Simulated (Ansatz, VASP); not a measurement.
Ag: VASP beside Ansatz

The input POSCAR:

```
Ag
1.0
    0.0000000000      1.8395408260      1.8395408260
    1.8395408260      0.0000000000      1.8395408260
    1.8395408260      1.8395408260      0.0000000000
Ag
1
Direct
    0.0000000000      0.0000000000      0.0000000000
```

Contents of INCAR.step1:

```
SYSTEM = Ag
PREC = Accurate
ENCUT = 520
ISMEAR = -1
SIGMA = 0.1
LREAL = .False.
LASPH = .True.
NELM = 60
NBANDS = 12
GGA = PE
ALGO = Normal
EDIFF = 1E-4
LWAVE = .True.
LCHARG = .False.
```

File INCAR.step2:

```
SYSTEM = Ag
PREC = Accurate
ENCUT = 520
EDIFF = 1E-7
ISMEAR = -1
SIGMA = 0.1
LREAL = .False.
LASPH = .True.
NELM = 60
ALGO = Normal
ISIF = 2
LWAVE = .False.
LCHARG = .True.
METAGGA = R2SCAN
LMIXTAU = .True.
LELF = .True.
LVHAR = .True.
NBANDS = 12
ISTART = 1
```

KPOINTS

```
regular mesh
0
Gamma
  18 18 18
  0 0 0
```

Input for Ansatz:

```yaml
crystal:
  lattice:
    - [0.0, 1.839540826, 1.839540826]
    - [1.839540826, 0.0, 1.839540826]
    - [1.839540826, 1.839540826, 0.0]
  atoms:
    - { symbol: Ag, position: [0.0, 0.0, 0.0] }
kpoints:
  mp_grid: { grid: [18, 18, 18] }
  band_path:
    path:
      - [0.0, 0.0, 0.0]
      - [0.5, 0.0, 0.5]
      - [0.625, 0.25, 0.625]
      - [0.375, 0.375, 0.75]
      - [0.0, 0.0, 0.0]
      - [0.5, 0.5, 0.5]
      - [0.5, 0.25, 0.75]
      - [0.5, 0.0, 0.5]
    npoints: 8
scf:
  occupations: { method: fermi_dirac, width: 0.1 }
hamiltonian:
  xc: r2scan
  pseudopotentials: { kind: paw }
output:
  forces: true
  stress: true
  eigenvalues: true
  populations: true
  dos: { projected: true, de: 0.2, e_range: [-14, 8] }
```

Change from the starting cell: volume scaled by 0.72, PAW files.

Alike in both runs: task single point; functional r2SCAN; k mesh 18 × 18 × 18; occupations fermi-dirac, width 0.1 eV; no spin polarisation.

```csv
,VASP,Ansatz
version,VASP 6.6.1,Ansatz 0.2.0
potentials or method,"VASP PAW PBE potentials, release 64 (Ag)","PAW with Ansatz's default frozen-core files, scalar-relativistic"
plane-wave cutoff (eV),520,500
valence electrons in the cell,11,19
```

|  | VASP | Ansatz | Ansatz less VASP |
| --- | --- | --- | --- |
| pressure (GPa) | 87.6 | 85.9 | -1.74 |

VASP's potentials were made for PBE, not for r2SCAN. Both programs put the cell under a high pressure, so it lies far from rest at this level. VASP's potentials hold 11 valence electrons a cell and Ansatz's 19, so a difference there can come from the potentials and not from the codes.

Noted on VASP's run: the cell as given lies far from equilibrium.
